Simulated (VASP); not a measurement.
Write the native input for VASP 6.6.1 that does the following.

* Task: single point
* Functional: PBE
* Potentials or basis: VASP PAW PBE potentials, release 64 (Pd)
* Cutoff: 520 eV
* k mesh: 18 × 18 × 18
* Occupations: gaussian, width 0.1 eV
* Spin: no spin polarisation
* Dipole correction: no
* Further INCAR settings: ALGO = Fast; EDIFF = 1e-06; NBANDS = 11

The structure of Pd lies in POSCAR:

```
Pd
1.0
    0.0000000000      1.9465000000      1.9465000000
    1.9465000000      0.0000000000      1.9465000000
    1.9465000000      1.9465000000      0.0000000000
Pd
1
Direct
    0.0000000000      0.0000000000      0.0000000000
```

One way to write it, as run:

INCAR

```
SYSTEM = Pd
PREC     = Accurate       ! precision mode
ENCUT    = 520            ! plane-wave cutoff, eV
EDIFF    = 1E-6           ! SCF threshold, eV
ISMEAR   = 0              ! smearing method
SIGMA    = 0.1            ! smearing width, eV
LREAL    = .False.        ! projectors in reciprocal space
LASPH    = .True.         ! aspherical terms in the spheres
NELM     = 100            ! most SCF steps
ALGO     = Fast           ! electronic algorithm
ISIF     = 2              ! what is computed and relaxed
LWAVE    = .False.        ! write WAVECAR
LCHARG   = .True.         ! write CHGCAR
GGA      = PE             ! functional
LELF     = .True.         ! ELF
LVHAR    = .True.       
NBANDS   = 11             ! bands
```

KPOINTS

```
regular mesh
0
Gamma
  18 18 18
  0 0 0
```

Potentials or basis: VASP PAW PBE potentials, release 64 (Pd).

Launch:

```sh
$ cat potpaw_PBE.64/Pd/POTCAR > POTCAR
$ mpirun -np 1 vasp_std > vasp.out
```

Results of the run:

- Pressure: 6.7 GPa
- Band gap on the k mesh: zero (band 5 reaches 10.07 eV, above the bottom of band 6 at 8.49 eV)

It took 13 s on 1 thread of AMD EPYC 9R45 (Zen 5), on a shared host, peak memory 0.11 GiB.
